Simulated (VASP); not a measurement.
# MgO (Fm-3m) in VASP: single point with PBE+D3(BJ)

Aim: the single point of MgO with PBE+D3(BJ).

Program: VASP 6.6.1. These are calculated values, not measurements. Logs are shortened: lines on timing, memory, paths and dates and some standing lists are left out, and cuts for length are marked.

**The experiment to reproduce.**

From “Electronic structure of alkaline earth and post-transition metal oxides”, 2009, arxiv:0908.1581, for a bulk crystal of MgO: band gap 7.83 eV.

How close the calculation comes is told below.

## 1. The cell of the first run

The structure is cubic, space group Fm-3m (No. 225). Conventional cell: a = 4.202 Å, b = 4.202 Å, c = 4.202 Å, α = 90.00°, β = 90.00°, γ = 90.00°. Within 2.8 Å of Mg (site symmetry m-3m) lie 6 O at 2.10 Å. Within 2.8 Å of O (site symmetry m-3m) lie 6 Mg at 2.10 Å.

## 2. Single point, PBE+D3(BJ)

Contents of INCAR:

```
SYSTEM = MgO
PREC = Accurate
ENCUT = 840
EDIFF = 1E-6
ISMEAR = 0
SIGMA = 0.02
LREAL = .False.
LASPH = .True.
NELM = 120
ALGO = Normal
ISIF = 2
LWAVE = .False.
LCHARG = .False.
GGA = PE
IVDW = 12
NBANDS = 15
GGA_COMPAT = .False.
```

Contents of KPOINTS:

```
Automatic mesh
0
Gamma
  10 10 10
  0 0 0
```

Contents of POSCAR:

```
MgO
1.0
    0.0000000000      2.1011736131      2.1011736131
    2.1011736131      0.0000000000      2.1011736131
    2.1011736131      2.1011736131      0.0000000000
Mg O
1 1
Direct
    0.0000000000      0.0000000000      0.0000000000
    0.5000000000      0.5000000000      0.5000000000
```

Potentials or basis: VASP PAW PBE potentials, release 64 (Mg_sv, O).

On the command line:

```console
$ cat potpaw_PBE.64/Mg_sv/POTCAR potpaw_PBE.64/O/POTCAR > POTCAR
$ mpirun -np 1 vasp_std > vasp.out
```

OUTCAR:

```text
SYSTEM = MgO
   PREC = Accurate
   ENCUT = 840
   EDIFF = 1E-6
   ISMEAR = 0
   LREAL = .False.
   LASPH = .True.
   NELM = 120
   ISIF = 2
   GGA = PE
   IVDW = 12
 IVDW          = 12

 ion  position               nearest neighbor table
   1  0.000  0.000  0.000-   2 2.10   2 2.10   2 2.10   2 2.10   2 2.10   2 2.10
   2  0.500  0.500  0.500-   1 2.10   1 2.10   1 2.10   1 2.10   1 2.10   1 2.10

  LATTYP: Found a face centered cubic cell.
 ALAT       =     4.2023472262

  Lattice vectors:

 A1 = (   0.0000000000,   2.1011736131,   2.1011736131)
 A2 = (   2.1011736131,   0.0000000000,   2.1011736131)
 A3 = (   2.1011736131,   2.1011736131,   0.0000000000)

Analysis of symmetry for initial positions (statically):
=====================================================================
 Subroutine PRICEL returns:
 Original cell was already a primitive cell.

 Routine SETGRP: Setting up the symmetry group for a
 face centered cubic supercell.

 Subroutine GETGRP returns: Found 48 space group operations
 (whereof 48 operations were pure point group operations)
 out of a pool of 48 trial point group operations.

The static configuration has the point symmetry O_h .

Analysis of symmetry for dynamics (positions and initial velocities):
=====================================================================
 Subroutine PRICEL returns:
 Original cell was already a primitive cell.

 Routine SETGRP: Setting up the symmetry group for a
 face centered cubic supercell.

 Subroutine GETGRP returns: Found 48 space group operations
 (whereof 48 operations were pure point group operations)
 out of a pool of 48 trial point group operations.

The dynamic configuration has the point symmetry O_h .

 Subroutine INISYM returns: Found 48 space group operations
 (whereof 48 operations are pure point group operations),
 and found     1 'primitive' translations

----------------------------------------------------------------------------------------

                                     Primitive cell

  volume of cell :      18.5531

  direct lattice vectors                    reciprocal lattice vectors
     0.000000000  2.101173613  2.101173613    -0.237962250  0.237962250  0.237962250
     2.101173613  0.000000000  2.101173613     0.237962250 -0.237962250  0.237962250
     2.101173613  2.101173613  0.000000000     0.237962250  0.237962250 -0.237962250

  length of vectors
     2.971508221  2.971508221  2.971508221     0.412162707  0.412162707  0.412162707

  position of ions in fractional coordinates (direct lattice)
     0.000000000  0.000000000  0.000000000
     0.500000000  0.500000000  0.500000000

  ion indices of the primitive-cell ions
   primitive index   ion index
                 1           1
                 2           2

----------------------------------------------------------------------------------------

 KPOINTS: Automatic mesh

Automatic generation of k-mesh.
 Grid dimensions read from file:
 generate k-points for:   10   10   10

 Generating k-lattice:

  Cartesian coordinates                     Fractional coordinates (reciprocal lattice)
    -0.023796225  0.023796225  0.023796225     0.100000000  0.000000000  0.000000000
     0.023796225 -0.023796225  0.023796225     0.000000000  0.100000000  0.000000000
     0.023796225  0.023796225 -0.023796225     0.000000000  0.000000000  0.100000000

  Length of vectors
     0.041216271  0.041216271  0.041216271

  Shift w.r.t. Gamma in fractional coordinates (k-lattice)
     0.000000000  0.000000000  0.000000000

 Subroutine IBZKPT returns following result:
 ===========================================

 Found     47 irreducible k-points:

 Following reciprocal coordinates:
            Coordinates               Weight
  0.000000  0.000000  0.000000      1.000000
  0.100000  0.000000  0.000000      8.000000
  0.200000  0.000000  0.000000      8.000000
  0.300000  0.000000  0.000000      8.000000
  0.400000  0.000000  0.000000      8.000000
  0.500000  0.000000  0.000000      4.000000
[... 16 lines left out ...]
  0.300000  0.300000  0.000000      6.000000
  0.400000  0.300000  0.000000     24.000000
 [... further k-points ...]
   k-points           NKPTS =     47   k-points in BZ     NKDIM =     47   number of bands    NBANDS=     15
   number of dos      NEDOS =    301   number of ions     NIONS =      2
   total plane-waves  NPLWV =  21952
   dimension x,y,z NGX =    28 NGY =   28 NGZ =   28
   dimension x,y,z NGXF=    56 NGYF=   56 NGZF=   56
   ions per type =               1   1
   NGX,Y,Z   is equivalent  to a cutoff of  15.67, 15.67, 15.67 a.u.
   NGXF,Y,Z  is equivalent  to a cutoff of  31.33, 31.33, 31.33 a.u.
 SYSTEM =  MgO
   PREC   = accura    normal or accurate (medium, high low for compatibility)
   ISTART =      0    job   : 0-new  1-cont  2-samecut
   ICHARG =      2    charge: 1-file 2-atom 10-const
   ISPIN  =      1    spin polarized calculation?
   LNONCOLLINEAR =      F non collinear calculations
   LSORBIT =      F    spin-orbit coupling
   LASPH  =      T    aspherical Exc in radial PAW
   ENCUT  =  840.0 eV  61.74 Ry    7.86 a.u.   7.02  7.02  7.02*2*pi/ulx,y,z
   NELM   =    120;   NELMIN=  2; NELMDL= -5     # of ELM steps
   EDIFF  = 0.1E-05   stopping-criterion for ELM
   LREAL  =      F    real-space projection
   EDIFFG = 0.1E-04   stopping-criterion for IOM
   NSW    =      0    number of steps for IOM
   IBRION =     -1    ionic relax: 0-MD 1-quasi-New 2-CG
   NFREE  =      0    steps in history (QN), initial steepest desc. (CG)
   ISIF   =      2    stress and relaxation
   ISYM   =      2    0-nonsym 1-usesym 2-fastsym
   POTIM  = 0.5000    time-step for ionic-motion
   TEBEG  =    0.0;   TEEND  =   0.0 temperature during run
   PSTRESS=    0.0 pullay stress
   NELECT =      16.0000    total number of electrons
   NUPDOWN=      -1.0000    fix difference up-down
   EMIN   =  10.00;   EMAX   =-10.00  energy-range for DOS
   EFERMI =   0.00;   METHOD = LEGACY
   ISMEAR =     0;   SIGMA  =   0.02  broadening in eV -4-tet -1-fermi 0-gaus
   EFERMI_NEDOS =   21; number of points for ismear=-14 and -15
   IALGO  =     38    algorithm
   IMIX   =      4    mixing-type and parameters
     AMIX     =   0.40;   BMIX     =  1.00
     AMIX_MAG =   1.60;   BMIX_MAG =  1.00
  volume/ion in A,a.u.               =       9.28        62.60
  Fermi-wavevector in a.u.,A,eV,Ry     =   1.558271  2.944705 33.037767  2.428207
  Thomas-Fermi vector in A             =   2.661800
   LORBIT       =      0    0 simple, 1 ext, 2 COOP (PROOUT), +10 PAW based schemes
   GGA     = PE    functional components
   LHFCALC =     F    Hartree Fock is set to
   AEXX    =    0.0000 exact exchange contribution
   IVDW    =    12    specifies the selected vdW correction
   LEPSILON=     F    determine dielectric tensor
   LRPA    =     F    only Hartree local field effects (RPA)
 non-spin polarized calculation
 Gauss-broadening in eV      SIGMA  =   0.02
  energy-cutoff  :      840.00
  volume of cell :       18.55
 maximum number of plane-waves:      1035
   NGX = 13   NGY = 13   NGZ = 13

 number of electron      15.9999994 magnetization

 Free energy of the ion-electron system (eV)
  ---------------------------------------------------
  ext. energy  EPLUGINS =         0.00000000
  ---------------------------------------------------
  free energy    TOTEN  =       -11.87000260 eV

  energy without entropy =      -11.87000260  energy(sigma->0) =      -11.87000260

 E-fermi :   3.1790     XC(G=0): -11.4260

 val. band max:        2.9654765593   @ k =   0.0000   0.0000   0.0000
 cond. band min:       7.7727518485   @ k =   0.0000   0.0000   0.0000
 fundamental gap:      4.8072752891
 Fermi energy:         3.1790461231

 k-point     1 :       0.0000    0.0000    0.0000
  band No.  band energies     occupation
      1     -69.2782      2.00000
      2     -36.0025      2.00000
      3     -36.0025      2.00000
      4     -36.0025      2.00000
      5     -14.3182      2.00000
      6       2.9655      2.00000
      7       2.9655      2.00000
      8       2.9655      2.00000
      9       7.7728      0.00000
     10      18.8108      0.00000
     11      18.8108      0.00000
     12      18.8108      0.00000
     13      22.7421      0.00000
     14      24.5310      0.00000
     15      24.5310      0.00000

 k-point     2 :       0.1000    0.0000    0.0000
  band No.  band energies     occupation
      1     -69.2778      2.00000
      2     -36.0113      2.00000
      3     -36.0035      2.00000
      4     -36.0035      2.00000
      5     -14.2083      2.00000
      6       2.3139      2.00000
      7       2.8969      2.00000
      8       2.8969      2.00000
      9       8.3995      0.00000
     10      17.5592      0.00000
     11      19.0537      0.00000
     12      19.0537      0.00000
     13      23.8228      0.00000
     14      23.8228      0.00000
     15      24.4163      0.00000

 k-point     3 :       0.2000    0.0000    0.0000
  band No.  band energies     occupation
      1     -69.2755      2.00000
      2     -36.0338      2.00000
      3     -36.0058      2.00000
      4     -36.0057      2.00000
      5     -13.9063      2.00000
      6       0.9884      2.00000
      7       2.7232      2.00000
      8       2.7232      2.00000
      9       9.5942      0.00000
     10      16.0492      0.00000
     11      19.5492      0.00000
     12      19.5492      0.00000
     13      23.1353      0.00000
     14      23.1353      0.00000
     15      25.3890      0.00000
[... 343 lines left out ...]
 k-point    23 :       0.3000    0.3000    0.0000
  band No.  band energies     occupation
      1     -69.2711      2.00000
      2     -36.0545      2.00000
      3     -36.0221      2.00000
      4     -36.0221      2.00000
      5     -13.3088      2.00000
      6      -0.1938      2.00000
      7       2.0268      2.00000
      8       2.0268      2.00000
      9      11.9049      0.00000
     10      13.4187      0.00000
     11      17.4983      0.00000
     12      21.0015      0.00000
     13      21.0015      0.00000
     14      27.1958      0.00000
     15      30.5132      0.00000

 k-point    24 :       0.4000    0.3000    0.0000
  band No.  band energies     occupation
      1     -69.2694      2.00000
      2     -36.0655      2.00000
      3     -36.0279      2.00000
      4     -36.0253      2.00000
      5     -13.0615      2.00000
      6      -0.6162      2.00000
      7       1.6596      2.00000
      8       1.8789      2.00000
      9      12.6188      0.00000
     10      13.1779      0.00000
     11      16.6636      0.00000
     12      21.2534      0.00000
     13      21.4600      0.00000
     14      27.9448      0.00000
     15      30.1033      0.00000

 [... further k-points ...]

------------------------ aborting loop because EDIFF is reached ----------------------------------------

 Edisp (eV)   -0.59041

 E8    (eV) :    -0.2312

  FORCE on cell =-STRESS in cart. coord.  units (eV):
  Direction    XX          YY          ZZ          XY          YZ          ZX
  --------------------------------------------------------------------------------------
  -------------------------------------------------------------------------------------
  Total       0.08316     0.08316     0.08316    -0.00000    -0.00000     0.00000
  in kB       7.18143     7.18143     7.18143    -0.00000    -0.00000     0.00000
  external pressure =        7.18 kB  Pullay stress =        0.00 kB

 VOLUME and BASIS-vectors are now :
 -----------------------------------------------------------------------------
  energy-cutoff  :      840.00
  volume of cell :       18.55
      direct lattice vectors                 reciprocal lattice vectors
     0.000000000  2.101173613  2.101173613    -0.237962250  0.237962250  0.237962250
     2.101173613  0.000000000  2.101173613     0.237962250 -0.237962250  0.237962250
     2.101173613  2.101173613  0.000000000     0.237962250  0.237962250 -0.237962250

 POSITION                                       TOTAL-FORCE (eV/Angst)
 -----------------------------------------------------------------------------------
      0.00000      0.00000      0.00000        -0.000000     -0.000000     -0.000000
      2.10117      2.10117      2.10117         0.000000      0.000000      0.000000
 -----------------------------------------------------------------------------------
    total drift:                                0.000000      0.000000      0.000000

  FREE ENERGIE OF THE ION-ELECTRON SYSTEM (eV)
  ---------------------------------------------------
  free  energy   TOTEN  =       -12.4604160174 eV

  energy  without entropy=      -12.4604160174  energy(sigma->0) =      -12.46041602
```

Run time: 18 s. Hardware: 1 thread of Intel Xeon Platinum 8259CL at 2.50GHz (Skylake/Cascade Lake), shared host; peak memory 0.18 GiB.

Results:

```yaml
Free_energy: -12.4604 eV
Pressure: 0.7 GPa
Band_gap_on_the_k_mesh: 4.81 eV
Dispersion_energy_per_atom: -0.295 eV
```

Levels at points of the mesh, in eV from the valence-band top:
| k point | band 4 | band 5 | band 6 | band 7 | band 8 | band 9 | band 10 | band 11 | band 12 | band 13 |
| --- | --- | --- | --- | --- | --- | --- | --- | --- | --- | --- |
| (0.00, 0.00, 0.00) | -38.97 | -17.28 | 0.00 | 0.00 | 0.00 | 4.81 | 15.85 | 15.85 | 15.85 | 19.78 |
| (0.50, 0.00, 0.00) | -38.98 | -15.95 | -4.64 | -0.66 | -0.66 | 7.95 | 12.70 | 16.40 | 16.40 | 21.06 |
| (0.50, 0.50, 0.00) | -39.00 | -15.73 | -4.08 | -1.35 | -1.35 | 9.13 | 10.08 | 13.18 | 19.10 | 19.10 |

## 3. Against experiment

Step 2. Measured gap of MgO: 7.83 eV (quoted in “Electronic structure of alkaline earth and post-transition metal oxides”, 2009, arxiv:0908.1581). This calculation gives 4.81 eV (-3.02 eV). The value is that of PBE+D3(BJ), without temperature or zero-point motion. Semilocal functionals fall short of measured gaps as a rule.
